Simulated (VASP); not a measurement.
Input of a VASP 6.6.1 run:

File INCAR:

```
ALGO = Normal
EDIFF = 1E-7
ENCUT = 520
GGA = PE
ISIF = 2
ISMEAR = -1
LASPH = T
LCHARG = T
LELF = T
LREAL = Auto
LVHAR = T
LWAVE = F
NBANDS = 52
NELM = 100
PREC = Accurate
SIGMA = 0.05
```

The input KPOINTS:

```
k-points
0
Gamma
  2 2 2
```

POSCAR

```
TiSi16
1.0
    0.0000000000      5.4300000000      5.4300000000
    5.4300000000      0.0000000000      5.4300000000
    5.4300000000      5.4300000000      0.0000000000
Si Ti
16 1
Direct
   -0.0179465930     -0.0236003683      0.0946316759
    0.1733793738      0.1643738490      0.0741528545
   -0.0132044199      0.0281952118      0.4795027624
    0.0465653775      0.0850184162      0.7288121547
   -0.0092357274      0.5132504604     -0.0191620626
    0.1067219153      0.6156721915      0.1544935543
   -0.0220534070      0.4792173112      0.5398987109
    0.1368508287      0.6203314917      0.6034622468
    0.5287753223      0.0239502762      0.0078729282
    0.6226703499      0.1393186004      0.1843093923
    0.4195211786      0.0170165746      0.5806813996
    0.6069889503      0.1305801105      0.6275598527
    0.4755248619      0.4986372007      0.0077348066
    0.6193001842      0.6438489871      0.0955064457
    0.5135911602      0.4968324125      0.4753406998
    0.6118416206      0.6386556169      0.6049723757
    0.2469244936      0.2297237569      0.2785451197
```

Potentials or basis: VASP PAW PBE potentials, release 64 (Si, Ti_sv).

Command:

```console
$ cat potpaw_PBE.64/Si/POTCAR potpaw_PBE.64/Ti_sv/POTCAR > POTCAR
$ mpirun -np 1 vasp_std > vasp.out
```

Estimate the pressure.

3.2 GPa.

Estimate the band gap on the k mesh.

zero (band 38 reaches 6.82 eV, above the bottom of band 39 at 6.54 eV).

What does it give for the largest force?

4.182 eV/Å.

Forces on the atoms (eV/Å):
```
Si   0.067  0.528  0.917
Si  -2.068 -1.988 -3.043
Si  -0.786  0.971 -1.243
Si  -0.354 -0.935  1.109
Si   0.671 -0.196  1.123
Si   0.183 -0.910 -0.135
Si  -0.225  0.394 -0.482
Si   0.964 -0.248  0.692
Si  -1.702  0.455  0.341
Si  -0.048  0.087 -0.567
Si  -1.663  0.129 -0.741
Si   0.724  1.084  0.722
Si  -0.606 -0.527  1.653
Si   0.601  0.270 -0.323
Si   0.224 -0.824  0.098
Si   1.348  0.443 -0.555
Ti   2.668  1.267  0.433
```

Caveat: the k points lie up to 0.50 Å⁻¹ apart.
